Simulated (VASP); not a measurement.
# TePb (Fm-3m) in VASP: single point with LDA

Aim: the single point of TePb with LDA.

Everything below comes from runs of VASP 6.6.1. Logs are shortened: lines on timing, memory, paths and dates and some standing lists are left out, and cuts for length are marked.

### Step 1. The cell of the first run

The structure is cubic, space group Fm-3m (No. 225). Conventional cell: a = 6.462 Å, b = 6.462 Å, c = 6.462 Å, α = 90.00°, β = 90.00°, γ = 90.00°. Te (site symmetry m-3m) has 6 Pb at 3.23 Å within 4.3 Å. Within 4.3 Å of Pb (site symmetry m-3m) lie 6 Te at 3.23 Å.

### Step 2. Single point, LDA

Contents of INCAR:

```
ALGO = Normal
EDIFF = 1E-6
ENCUT = 500
GGA_COMPAT = False
ISIF = 2
ISMEAR = 0
LASPH = True
LCHARG = False
LREAL = False
LWAVE = False
NBANDS = 17
NELM = 120
PREC = Accurate
SIGMA = 0.01
```

Contents of KPOINTS:

```
k-points
0
Gamma
  5 5 5
```

Contents of POSCAR:

```
TePb
1.0
    0.0000000000      3.2310000000      3.2310000000
    3.2310000000      0.0000000000      3.2310000000
    3.2310000000      3.2310000000      0.0000000000
Te Pb
1 1
Direct
    0.5000000000      0.5000000000      0.5000000000
    0.0000000000      0.0000000000      0.0000000000
```

Potentials or basis: VASP PAW LDA potentials, release 64 (Te, Pb_d).

Command:

```sh
cat potpaw_LDA.64/Te/POTCAR potpaw_LDA.64/Pb_d/POTCAR > POTCAR
mpirun -np 1 vasp_std > vasp.out
```

OUTCAR:

```text
EDIFF = 1E-6
   ENCUT = 500
   ISIF = 2
   ISMEAR = 0
   LASPH = True
   LREAL = False
   NELM = 120
   PREC = Accurate

 ion  position               nearest neighbor table
   1  0.500  0.500  0.500-   2 3.23   2 3.23   2 3.23   2 3.23   2 3.23   2 3.23
   2  0.000  0.000  0.000-   1 3.23   1 3.23   1 3.23   1 3.23   1 3.23   1 3.23

  LATTYP: Found a face centered cubic cell.
 ALAT       =     6.4620000000

  Lattice vectors:

 A1 = (   0.0000000000,   3.2310000000,   3.2310000000)
 A2 = (   3.2310000000,   0.0000000000,   3.2310000000)
 A3 = (   3.2310000000,   3.2310000000,   0.0000000000)

Analysis of symmetry for initial positions (statically):
=====================================================================
 Subroutine PRICEL returns:
 Original cell was already a primitive cell.

 Routine SETGRP: Setting up the symmetry group for a
 face centered cubic supercell.

 Subroutine GETGRP returns: Found 48 space group operations
 (whereof 48 operations were pure point group operations)
 out of a pool of 48 trial point group operations.

The static configuration has the point symmetry O_h .

Analysis of symmetry for dynamics (positions and initial velocities):
=====================================================================
 Subroutine PRICEL returns:
 Original cell was already a primitive cell.

 Routine SETGRP: Setting up the symmetry group for a
 face centered cubic supercell.

 Subroutine GETGRP returns: Found 48 space group operations
 (whereof 48 operations were pure point group operations)
 out of a pool of 48 trial point group operations.

The dynamic configuration has the point symmetry O_h .

 Subroutine INISYM returns: Found 48 space group operations
 (whereof 48 operations are pure point group operations),
 and found     1 'primitive' translations

----------------------------------------------------------------------------------------

                                     Primitive cell

  volume of cell :      67.4592

  direct lattice vectors                    reciprocal lattice vectors
     0.000000000  3.231000000  3.231000000    -0.154750851  0.154750851  0.154750851
     3.231000000  0.000000000  3.231000000     0.154750851 -0.154750851  0.154750851
     3.231000000  3.231000000  0.000000000     0.154750851  0.154750851 -0.154750851

  length of vectors
     4.569324020  4.569324020  4.569324020     0.268036337  0.268036337  0.268036337

  position of ions in fractional coordinates (direct lattice)
     0.500000000  0.500000000  0.500000000
     0.000000000  0.000000000  0.000000000

  ion indices of the primitive-cell ions
   primitive index   ion index
                 1           1
                 2           2

----------------------------------------------------------------------------------------

 KPOINTS: k-points

Automatic generation of k-mesh.
 Grid dimensions read from file:
 generate k-points for:    5    5    5

 Generating k-lattice:

  Cartesian coordinates                     Fractional coordinates (reciprocal lattice)
    -0.030950170  0.030950170  0.030950170     0.200000000  0.000000000  0.000000000
     0.030950170 -0.030950170  0.030950170     0.000000000  0.200000000  0.000000000
     0.030950170  0.030950170 -0.030950170     0.000000000  0.000000000  0.200000000

  Length of vectors
     0.053607267  0.053607267  0.053607267

  Shift w.r.t. Gamma in fractional coordinates (k-lattice)
     0.000000000  0.000000000  0.000000000

 Subroutine IBZKPT returns following result:
 ===========================================

 Found     10 irreducible k-points:

 Following reciprocal coordinates:
            Coordinates               Weight
  0.000000  0.000000  0.000000      1.000000
  0.200000  0.000000  0.000000      8.000000
  0.400000  0.000000  0.000000      8.000000
  0.200000  0.200000  0.000000      6.000000
  0.400000  0.200000  0.000000     24.000000
 -0.400000  0.200000  0.000000     24.000000
 -0.200000  0.200000  0.000000     12.000000
  0.400000  0.400000  0.000000      6.000000
 -0.400000  0.400000  0.000000     12.000000
 -0.400000  0.400000  0.200000     24.000000
   k-points           NKPTS =     10   k-points in BZ     NKDIM =     10   number of bands    NBANDS=     17
   number of dos      NEDOS =    301   number of ions     NIONS =      2
   total plane-waves  NPLWV =  46656
   dimension x,y,z NGX =    36 NGY =   36 NGZ =   36
   dimension x,y,z NGXF=    72 NGYF=   72 NGZF=   72
   ions per type =               1   1
   NGX,Y,Z   is equivalent  to a cutoff of  13.10, 13.10, 13.10 a.u.
   NGXF,Y,Z  is equivalent  to a cutoff of  26.20, 26.20, 26.20 a.u.
 SYSTEM =  unknown system
   PREC   = accura    normal or accurate (medium, high low for compatibility)
   ISTART =      0    job   : 0-new  1-cont  2-samecut
   ICHARG =      2    charge: 1-file 2-atom 10-const
   ISPIN  =      1    spin polarized calculation?
   LNONCOLLINEAR =      F non collinear calculations
   LSORBIT =      F    spin-orbit coupling
   LASPH  =      T    aspherical Exc in radial PAW
   ENCUT  =  500.0 eV  36.75 Ry    6.06 a.u.   8.33  8.33  8.33*2*pi/ulx,y,z
   NELM   =    120;   NELMIN=  2; NELMDL= -5     # of ELM steps
   EDIFF  = 0.1E-05   stopping-criterion for ELM
   LREAL  =      F    real-space projection
   EDIFFG = 0.1E-04   stopping-criterion for IOM
   NSW    =      0    number of steps for IOM
   IBRION =     -1    ionic relax: 0-MD 1-quasi-New 2-CG
   NFREE  =      0    steps in history (QN), initial steepest desc. (CG)
   ISIF   =      2    stress and relaxation
   ISYM   =      2    0-nonsym 1-usesym 2-fastsym
   POTIM  = 0.5000    time-step for ionic-motion
   TEBEG  =    0.0;   TEEND  =   0.0 temperature during run
   PSTRESS=    0.0 pullay stress
   NELECT =      20.0000    total number of electrons
   NUPDOWN=      -1.0000    fix difference up-down
   EMIN   =  10.00;   EMAX   =-10.00  energy-range for DOS
   EFERMI =   0.00;   METHOD = LEGACY
   ISMEAR =     0;   SIGMA  =   0.01  broadening in eV -4-tet -1-fermi 0-gaus
   EFERMI_NEDOS =   21; number of points for ismear=-14 and -15
   IALGO  =     38    algorithm
   IMIX   =      4    mixing-type and parameters
     AMIX     =   0.40;   BMIX     =  1.00
     AMIX_MAG =   1.60;   BMIX_MAG =  1.00
  volume/ion in A,a.u.               =      33.73       227.62
  Fermi-wavevector in a.u.,A,eV,Ry     =   1.091619  2.062861 16.213147  1.191633
  Thomas-Fermi vector in A             =   2.227868
   LORBIT       =      0    0 simple, 1 ext, 2 COOP (PROOUT), +10 PAW based schemes
   GGA     = CA    functional components
   LHFCALC =     F    Hartree Fock is set to
   AEXX    =    0.0000 exact exchange contribution
   IVDW    =     0    specifies the selected vdW correction
   LEPSILON=     F    determine dielectric tensor
   LRPA    =     F    only Hartree local field effects (RPA)
 non-spin polarized calculation
 Gauss-broadening in eV      SIGMA  =   0.01
  energy-cutoff  :      500.00
  volume of cell :       67.46
 maximum number of plane-waves:      1736
 NGX is ok and might be reduce to    36
   NGX = 17   NGY = 17   NGZ = 17

 number of electron      20.0000003 magnetization

 Free energy of the ion-electron system (eV)
  ---------------------------------------------------
  ext. energy  EPLUGINS =         0.00000000
  ---------------------------------------------------
  free energy    TOTEN  =        -8.76482267 eV

  energy without entropy =       -8.76482267  energy(sigma->0) =       -8.76482267

 E-fermi :   5.3726     XC(G=0):  -9.5755

 val. band max:        5.2537326730   @ k =  -0.2000   0.2000   0.0000
 cond. band min:       6.3711358088   @ k =   0.4000   0.0000   0.0000
 fundamental gap:      1.1174031358
 Fermi energy:         5.3726069722

 k-point     1 :       0.0000    0.0000    0.0000
  band No.  band energies     occupation
      1     -11.2566      2.00000
      2     -11.2566      2.00000
      3     -11.2426      2.00000
      4     -11.2426      2.00000
      5     -11.2426      2.00000
      6      -6.6423      2.00000
[... 9 lines left out ...]
     16      11.1940      0.00000
     17      12.6837      0.00000

 k-point     2 :       0.2000    0.0000    0.0000
  band No.  band energies     occupation
      1     -11.2612      2.00000
      2     -11.2612      2.00000
      3     -11.2417      2.00000
      4     -11.2372      2.00000
      5     -11.2372      2.00000
      6      -6.3048      2.00000
[... 9 lines left out ...]
     16      11.9065      0.00000
     17      14.8442      0.00000

 k-point     3 :       0.4000    0.0000    0.0000
  band No.  band energies     occupation
      1     -11.2699      2.00000
      2     -11.2699      2.00000
      3     -11.2405      2.00000
      4     -11.2271      2.00000
      5     -11.2271      2.00000
      6      -5.4596      2.00000
[... 9 lines left out ...]
     16      13.7748      0.00000
     17      15.7248      0.00000

 k-point     4 :       0.2000    0.2000    0.0000
  band No.  band energies     occupation
      1     -11.2735      2.00000
      2     -11.2527      2.00000
      3     -11.2462      2.00000
      4     -11.2339      2.00000
      5     -11.2339      2.00000
      6      -6.1948      2.00000
[... 9 lines left out ...]
     16      13.0040      0.00000
     17      13.5572      0.00000

 k-point     5 :       0.4000    0.2000    0.0000
  band No.  band energies     occupation
      1     -11.2867      2.00000
      2     -11.2570      2.00000
      3     -11.2442      2.00000
      4     -11.2280      2.00000
      5     -11.2245      2.00000
      6      -5.5199      2.00000
[... 9 lines left out ...]
     16      14.7220      0.00000
     17      15.3380      0.00000

 k-point     6 :      -0.4000    0.2000    0.0000
  band No.  band energies     occupation
      1     -11.2830      2.00000
      2     -11.2658      2.00000
      3     -11.2367      2.00000
      4     -11.2292      2.00000
      5     -11.2244      2.00000
      6      -5.0663      2.00000
[... 9 lines left out ...]
     16      13.7284      0.00000
     17      16.1504      0.00000

 k-point     7 :      -0.2000    0.2000    0.0000
  band No.  band energies     occupation
      1     -11.2677      2.00000
      2     -11.2676      2.00000
      3     -11.2394      2.00000
      4     -11.2331      2.00000
      5     -11.2302      2.00000
      6      -5.7857      2.00000
[... 9 lines left out ...]
     16      14.0550      0.00000
     17      14.5496      0.00000

 k-point     8 :       0.4000    0.4000    0.0000
  band No.  band energies     occupation
      1     -11.3124      2.00000
      2     -11.2519      2.00000
      3     -11.2463      2.00000
      4     -11.2187      2.00000
      5     -11.2187      2.00000
      6      -5.1892      2.00000
[... 9 lines left out ...]
     16      15.0811      0.00000
     17      16.3577      0.00000

 k-point     9 :      -0.4000    0.4000    0.0000
  band No.  band energies     occupation
      1     -11.3093      2.00000
      2     -11.2521      2.00000
      3     -11.2466      2.00000
      4     -11.2209      2.00000
      5     -11.2184      2.00000
      6      -4.8823      2.00000
[... 9 lines left out ...]
     16      14.8846      0.00000
     17      16.6708      0.00000

 k-point    10 :      -0.4000    0.4000    0.2000
  band No.  band energies     occupation
      1     -11.2976      2.00000
      2     -11.2584      2.00000
      3     -11.2402      2.00000
      4     -11.2291      2.00000
      5     -11.2189      2.00000
      6      -4.9671      2.00000
[... 9 lines left out ...]
     16      15.5025      0.00000
     17      15.5235      0.00000

------------------------ aborting loop because EDIFF is reached ----------------------------------------

  FORCE on cell =-STRESS in cart. coord.  units (eV):
  Direction    XX          YY          ZZ          XY          YZ          ZX
  --------------------------------------------------------------------------------------
  -------------------------------------------------------------------------------------
  Total       -0.6992456     -0.6992456     -0.6992456     -0.0000000      0.0000000      0.0000000
  in kB      -16.6073152    -16.6073152    -16.6073152     -0.0000000      0.0000000      0.0000000
  external PRESSURE =     -16.6073152 kB  Pullay stress =       0.0000000 kB

 VOLUME and BASIS-vectors are now :
 -----------------------------------------------------------------------------
  energy-cutoff  :      500.00
  volume of cell :       67.46
      direct lattice vectors                 reciprocal lattice vectors
     0.000000000  3.231000000  3.231000000    -0.154750851  0.154750851  0.154750851
     3.231000000  0.000000000  3.231000000     0.154750851 -0.154750851  0.154750851
     3.231000000  3.231000000  0.000000000     0.154750851  0.154750851 -0.154750851

 POSITION                                       TOTAL-FORCE (eV/Angst)
 -----------------------------------------------------------------------------------
      3.23100      3.23100      3.23100         0.000000     -0.000000      0.000000
      0.00000      0.00000      0.00000        -0.000000      0.000000     -0.000000
 -----------------------------------------------------------------------------------
    total drift:                               -0.000000      0.000000      0.000000

  FREE ENERGIE OF THE ION-ELECTRON SYSTEM (eV)
  ---------------------------------------------------
  free  energy   TOTEN  =        -8.7648226668 eV

  energy  without entropy=       -8.7648226668  energy(sigma->0) =       -8.76482267
```

It took 7.9 s on 1 thread of AMD EPYC 9R45 (Zen 5), shared host; peak memory 0.14 GiB.

What came out:

```yaml
Free_energy: -8.7648 eV
Pressure: -1.7 GPa
```

Caveat: this odd mesh misses L, where the gap lies, so gap, dielectric constants and Born charges aren't listed; spin-orbit coupling is left out, which moves the levels of the heavy elements.
